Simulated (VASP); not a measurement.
# CdTeS4 (I4/mmm) in VASP: a series of runs, part 2 of 2

VASP 6.6.1.

### 3 Single point, PBE

This run uses another cell than the first one, of 27.92 Å³/atom.

Input file INCAR:

```
SYSTEM = CdTeS4
  ALGO = Normal
  EDIFF = 1E-6
  ENCUT = 520
  GGA = PE
  ISIF = 2
  ISMEAR = 0
  LASPH = .True.
  LCHARG = .False.
  LREAL = .False.
  LWAVE = .False.
  NBANDS = 30
  NELM = 100
  PREC = Accurate
  SIGMA = 0.1
```

Input file KPOINTS:

```
k-points
0
Gamma
  4 4 4
  0 0 0
```

Input file POSCAR:

```
CdTeS4
1.0
   -3.1283417400      3.1283417400      4.2792168800
    3.1283417400     -3.1283417400      4.2792168800
    3.1283417400      3.1283417400     -4.2792168800
Cd Te S
1 1 4
Direct
    0.0000000000      0.0000000000      0.0000000000
    0.5000000000      0.5000000000      0.0000000000
    0.5000000000      0.5000000000      0.5000000000
    0.0000000000      0.0000000000      0.5000000000
    0.5000000000      0.0000000000      0.0000000000
    0.0000000000      0.5000000000      0.0000000000
```

Potentials or basis: VASP PAW PBE potentials, release 64 (Cd, Te, S).

Run with:

```bash
$ cat potpaw_PBE.64/Cd/POTCAR potpaw_PBE.64/Te/POTCAR potpaw_PBE.64/S/POTCAR > POTCAR
$ mpirun -np 1 vasp_std > vasp.out
```

OUTCAR:

```text
SYSTEM = CdTeS4
   EDIFF = 1E-6
   ENCUT = 520
   GGA = PE
   ISIF = 2
   ISMEAR = 0
   LASPH = .True.
   LREAL = .False.
   NELM = 100
   PREC = Accurate

 ion  position               nearest neighbor table
   1  0.000  0.000  0.000-   3 3.08   4 3.08   5 3.08   6 3.08   4 3.08   6 3.08   5 3.08   3 3.08

   2  0.500  0.500  0.000-   3 3.08   4 3.08   5 3.08   6 3.08   3 3.08   5 3.08   6 3.08   4 3.08

   3  0.500  0.500  0.500-   1 3.08   2 3.08   2 3.08   1 3.08
   4  0.000  0.000  0.500-   1 3.08   2 3.08   1 3.08   2 3.08
   5  0.500  0.000  0.000-   1 3.08   2 3.08   2 3.08   1 3.08
   6  0.000  0.500  0.000-   1 3.08   2 3.08   1 3.08   2 3.08

  LATTYP: Found a body centered tetragonal cell.
 ALAT       =     6.2566834800
 C/A-ratio  =     1.3678866427

  Lattice vectors:

 A1 = (  -3.1283417400,   3.1283417400,   4.2792168800)
 A2 = (   3.1283417400,  -3.1283417400,   4.2792168800)
 A3 = (   3.1283417400,   3.1283417400,  -4.2792168800)

Analysis of symmetry for initial positions (statically):
=====================================================================
 Subroutine PRICEL returns:
 Original cell was already a primitive cell.

 Routine SETGRP: Setting up the symmetry group for a
 body centered tetragonal supercell.

 Subroutine GETGRP returns: Found 16 space group operations
 (whereof 16 operations were pure point group operations)
 out of a pool of 16 trial point group operations.

The static configuration has the point symmetry D_4h.

Analysis of symmetry for dynamics (positions and initial velocities):
=====================================================================
 Subroutine PRICEL returns:
 Original cell was already a primitive cell.

 Routine SETGRP: Setting up the symmetry group for a
 body centered tetragonal supercell.

 Subroutine GETGRP returns: Found 16 space group operations
 (whereof 16 operations were pure point group operations)
 out of a pool of 16 trial point group operations.

The dynamic configuration has the point symmetry D_4h.

 Subroutine INISYM returns: Found 16 space group operations
 (whereof 16 operations are pure point group operations),
 and found     1 'primitive' translations

----------------------------------------------------------------------------------------

                                     Primitive cell

  volume of cell :     167.5146

  direct lattice vectors                    reciprocal lattice vectors
    -3.128341740  3.128341740  4.279216880     0.000000000  0.159829086  0.116843809
     3.128341740 -3.128341740  4.279216880     0.159829086  0.000000000  0.116843809
     3.128341740  3.128341740 -4.279216880     0.159829086  0.159829086  0.000000000

  length of vectors
     6.155058179  6.155058179  6.155058179     0.197984374  0.197984374  0.226032461

  position of ions in fractional coordinates (direct lattice)
     0.000000000  0.000000000  0.000000000
     0.500000000  0.500000000  0.000000000
     0.500000000  0.500000000  0.500000000
     0.000000000  0.000000000  0.500000000
     0.500000000  0.000000000  0.000000000
     0.000000000  0.500000000  0.000000000

  ion indices of the primitive-cell ions
   primitive index   ion index
[... 38 lines left out ...]
  0.250000  0.250000  0.000000      8.000000
  0.500000  0.250000 -0.000000     16.000000
 -0.250000  0.250000  0.000000      4.000000
  0.500000  0.500000  0.000000      2.000000
  0.250000  0.250000  0.250000      2.000000
 -0.250000  0.250000  0.250000      4.000000
  0.500000  0.500000  0.250000      4.000000
 -0.250000  0.500000  0.250000      8.000000
 -0.250000 -0.250000  0.250000      2.000000
  0.500000  0.500000  0.500000      1.000000
   k-points           NKPTS =     13   k-points in BZ     NKDIM =     13   number of bands    NBANDS=     30
   number of dos      NEDOS =    301   number of ions     NIONS =      6
   total plane-waves  NPLWV = 110592
   dimension x,y,z NGX =    48 NGY =   48 NGZ =   48
   dimension x,y,z NGXF=    96 NGYF=   96 NGZF=   96
   ions per type =               1   1   4
   NGX,Y,Z   is equivalent  to a cutoff of  12.96, 12.96, 12.96 a.u.
   NGXF,Y,Z  is equivalent  to a cutoff of  25.93, 25.93, 25.93 a.u.
 SYSTEM =  CdTeS4
   PREC   = accura    normal or accurate (medium, high low for compatibility)
   ISTART =      0    job   : 0-new  1-cont  2-samecut
   ICHARG =      2    charge: 1-file 2-atom 10-const
   ISPIN  =      1    spin polarized calculation?
   LNONCOLLINEAR =      F non collinear calculations
   LSORBIT =      F    spin-orbit coupling
   LASPH  =      T    aspherical Exc in radial PAW
   ENCUT  =  520.0 eV  38.22 Ry    6.18 a.u.  11.44 11.44 11.44*2*pi/ulx,y,z
   NELM   =    100;   NELMIN=  2; NELMDL= -5     # of ELM steps
   EDIFF  = 0.1E-05   stopping-criterion for ELM
   LREAL  =      F    real-space projection
   EDIFFG = 0.1E-04   stopping-criterion for IOM
   NSW    =      0    number of steps for IOM
   IBRION =     -1    ionic relax: 0-MD 1-quasi-New 2-CG
   NFREE  =      0    steps in history (QN), initial steepest desc. (CG)
   ISIF   =      2    stress and relaxation
   ISYM   =      2    0-nonsym 1-usesym 2-fastsym
   POTIM  = 0.5000    time-step for ionic-motion
   TEBEG  =    0.0;   TEEND  =   0.0 temperature during run
   PSTRESS=    0.0 pullay stress
   NELECT =      42.0000    total number of electrons
   NUPDOWN=      -1.0000    fix difference up-down
   EMIN   =  10.00;   EMAX   =-10.00  energy-range for DOS
   EFERMI =   0.00;   METHOD = LEGACY
   ISMEAR =     0;   SIGMA  =   0.10  broadening in eV -4-tet -1-fermi 0-gaus
   EFERMI_NEDOS =   21; number of points for ismear=-14 and -15
   IALGO  =     38    algorithm
   IMIX   =      4    mixing-type and parameters
     AMIX     =   0.40;   BMIX     =  1.00
     AMIX_MAG =   1.60;   BMIX_MAG =  1.00
  volume/ion in A,a.u.               =      27.92       188.41
  Fermi-wavevector in a.u.,A,eV,Ry     =   1.032303  1.950769 14.499031  1.065649
  Thomas-Fermi vector in A             =   2.166494
   LORBIT       =      0    0 simple, 1 ext, 2 COOP (PROOUT), +10 PAW based schemes
   GGA     = PE    functional components
   LHFCALC =     F    Hartree Fock is set to
   AEXX    =    0.0000 exact exchange contribution
   IVDW    =     0    specifies the selected vdW correction
   LEPSILON=     F    determine dielectric tensor
   LRPA    =     F    only Hartree local field effects (RPA)
 non-spin polarized calculation
 Gauss-broadening in eV      SIGMA  =   0.10
  energy-cutoff  :      520.00
  volume of cell :      167.51
 maximum number of plane-waves:      4540
 NGX is ok and might be reduce to    48
   NGX = 23   NGY = 23   NGZ = 23

 number of electron      42.0000005 magnetization

 Free energy of the ion-electron system (eV)
  ---------------------------------------------------
  ext. energy  EPLUGINS =         0.00000000
  ---------------------------------------------------
  free energy    TOTEN  =       -16.89482041 eV

  energy without entropy =      -16.88566066  energy(sigma->0) =      -16.89024054

 E-fermi :   2.6047     XC(G=0):  -8.7633

 val. band max:        2.4643863213   @ k =  -0.2500   0.2500   0.0000
 cond. band min:       2.6846269106   @ k =   0.5000   0.2500  -0.0000
 fundamental gap:      0.2202405893
 Fermi energy:         2.6046640025

 k-point     1 :       0.0000    0.0000    0.0000
  band No.  band energies     occupation
      1     -10.9237      2.00000
      2      -9.1926      2.00000
      3      -9.1926      2.00000
      4      -8.3262      2.00000
      5      -7.5772      2.00000
      6      -5.5901      2.00000
[... 418 lines left out ...]
     29       6.6881      0.00000
     30       9.9606      0.00000

------------------------ aborting loop because EDIFF is reached ----------------------------------------

  FORCE on cell =-STRESS in cart. coord.  units (eV):
  Direction    XX          YY          ZZ          XY          YZ          ZX
  --------------------------------------------------------------------------------------
  -------------------------------------------------------------------------------------
  Total       -7.1212883     -7.1212883    -12.2002355      0.0000000      0.0000000      0.0000000
  in kB      -68.1108790    -68.1108790   -116.6879817      0.0000000      0.0000000      0.0000000
  external PRESSURE =     -84.3032466 kB  Pullay stress =       0.0000000 kB

 VOLUME and BASIS-vectors are now :
 -----------------------------------------------------------------------------
  energy-cutoff  :      520.00
  volume of cell :      167.51
      direct lattice vectors                 reciprocal lattice vectors
    -3.128341740  3.128341740  4.279216880     0.000000000  0.159829086  0.116843809
     3.128341740 -3.128341740  4.279216880     0.159829086  0.000000000  0.116843809
     3.128341740  3.128341740 -4.279216880     0.159829086  0.159829086  0.000000000

 POSITION                                       TOTAL-FORCE (eV/Angst)
 -----------------------------------------------------------------------------------
      0.00000      0.00000      0.00000        -0.000000      0.000000     -0.000000
      0.00000      0.00000      4.27922         0.000000      0.000000     -0.000000
      1.56417      1.56417      2.13961         0.000000     -0.000000     -0.000000
      1.56417      1.56417     -2.13961         0.000000      0.000000     -0.000000
     -1.56417      1.56417      2.13961         0.000000      0.000000      0.000000
      1.56417     -1.56417      2.13961        -0.000000     -0.000000     -0.000000
 -----------------------------------------------------------------------------------
    total drift:                                0.000000      0.000000     -0.000000

  FREE ENERGIE OF THE ION-ELECTRON SYSTEM (eV)
  ---------------------------------------------------
  free  energy   TOTEN  =       -16.8948204144 eV

  energy  without entropy=      -16.8856606568  energy(sigma->0) =      -16.89024054
```

Run time: 2.8 min. Hardware: 1 thread of Intel Xeon 8259CL, shared host; peak memory 0.35 GiB.

What came out:

```yaml
Free_energy: -16.8948 eV
Pressure: -8.4 GPa
Band_gap_on_the_k_mesh: zero (bands 21 and 22 overlap by 1.99 eV)
```

Stress tensor (GPa, compression positive):
```
 -6.81   0.00   0.00
  0.00  -6.81   0.00
  0.00   0.00 -11.67
```

Levels at points of the mesh, in eV from the Fermi level:
| k point | band 17 | band 18 | band 19 | band 20 | band 21 | band 22 | band 23 | band 24 | band 25 | band 26 |
| --- | --- | --- | --- | --- | --- | --- | --- | --- | --- | --- |
| (0.00, 0.00, 0.00) | -3.03 | -1.01 | -0.73 | 0.22 | 0.22 | 0.78 | 1.26 | 2.02 | 2.02 | 2.64 |
| (0.50, 0.00, 0.00) | -1.84 | -1.77 | -1.42 | -1.23 | -1.09 | 0.63 | 0.70 | 1.24 | 1.67 | 2.32 |
| (0.50, 0.50, 0.00) | -1.90 | -1.45 | -1.43 | -1.40 | -1.33 | -1.29 | -0.98 | 1.68 | 1.74 | 2.04 |
| (0.50, 0.50, 0.50) | -1.39 | -1.38 | -1.38 | -1.38 | -1.38 | 0.50 | 0.50 | 0.78 | 1.21 | 3.06 |

Caveat: the cell stands under tension; spin-orbit coupling is left out, which moves the levels of the heavy elements.
